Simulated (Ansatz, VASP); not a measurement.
**Zr4Si8H in VASP and in Ansatz**

File INCAR:

```
SYSTEM = Zr4Si8H
ALGO = Normal ; DIPOL = 0.5 0.5 0.480
EDIFF = 1E-6 ; ENCUT = 520
GGA = PS ; IDIPOL = 3
ISIF = 2 ; ISMEAR = 0
LASPH = .True. ; LCHARG = .False.
LDIPOL = .True. ; LREAL = .False.
LWAVE = .False. ; NBANDS = 52
NELM = 100 ; PREC = Accurate
SIGMA = 0.1
```

KPOINTS

```
k-points
0
Gamma
  8 8 1
  0 0 0
```

POSCAR

```
Zr4Si8H
1.0
    3.6567655750      0.0000000000      0.0000000000
    0.0000000000      3.6742585520      0.0000000000
    0.0000000000      0.0000000000     31.4530958601
Si Zr H
8 4 1
Direct
    0.2500000000      0.5000000000      0.2702436682
    0.7500000000      0.0000000000      0.2704583514
    0.2500000000      0.0000000000      0.3611375859
    0.7500000000      0.0000000000      0.4111138191
    0.2500000000      0.0000000000      0.5024279006
    0.7500000000      0.5000000000      0.5023556793
    0.2500000000      0.5000000000      0.5953667887
    0.7500000000      0.5000000000      0.6480932133
    0.7500000000      0.5000000000      0.3376312043
    0.2500000000      0.5000000000      0.4346202008
    0.7500000000      0.0000000000      0.5691137127
    0.2500000000      0.0000000000      0.6619846606
    0.2500000000      0.5000000000      0.6795951825
```

Input for Ansatz:

```yaml
crystal:
  lattice:
    - [3.656765575, 0.0, 0.0]
    - [0.0, 3.674258552, 0.0]
    - [0.0, 0.0, 31.4530958601]
  atoms:
    - { symbol: Si, position: [0.25, 0.5, 0.2702436682] }
    - { symbol: Si, position: [0.75, 0.0, 0.2704583514] }
    - { symbol: Zr, position: [0.75, 0.5, 0.3376312043] }
    - { symbol: Si, position: [0.25, 0.0, 0.3611375859] }
    - { symbol: Si, position: [0.75, 0.0, 0.4111138191] }
    - { symbol: Zr, position: [0.25, 0.5, 0.4346202008] }
    - { symbol: Si, position: [0.25, 0.0, 0.5024279006] }
    - { symbol: Si, position: [0.75, 0.5, 0.5023556793] }
    - { symbol: Zr, position: [0.75, 0.0, 0.5691137127] }
    - { symbol: Si, position: [0.25, 0.5, 0.5953667887] }
    - { symbol: Si, position: [0.75, 0.5, 0.6480932133] }
    - { symbol: Zr, position: [0.25, 0.0, 0.6619846606] }
    - { symbol: H, position: [0.25, 0.5, 0.6795951825] }
basis:
  ecutwfc: 420
kpoints:
  mp_grid: { grid: [8, 8, 1] }
hamiltonian:
  xc: pbesol
scf:
  occupations: { method: gaussian, width: 0.1 }
output:
  forces: true
  stress: true
  eigenvalues: true
efield:
  axis: 3
  dipole_correction: true
  ramp_width: 0.04
```

Alike in both runs: task single point; functional PBEsol; k mesh 8 × 8 × 1; occupations gaussian, width 0.1 eV; no spin polarisation.

|  | VASP | Ansatz |
| --- | --- | --- |
| version | VASP 6.6.1 | Ansatz 0.2.0 |
| potentials or method | VASP PAW PBE potentials, release 64 (Si, Zr_sv, H), cutoff 520 eV | scalar-relativistic, plane waves, PAW |
| valence electrons in the cell | 81 | 81 |

|  | VASP | Ansatz | Ansatz less VASP |
| --- | --- | --- | --- |
| gap on the k mesh at the Fermi level (eV) | none | none | - |
| rms of the force components (eV/Å) | 0.291 | 0.290 | -0.0013 |

VASP's potentials were made for PBE, not for PBEsol. A gap of «none» marks a metal or a gap that the smearing closes.
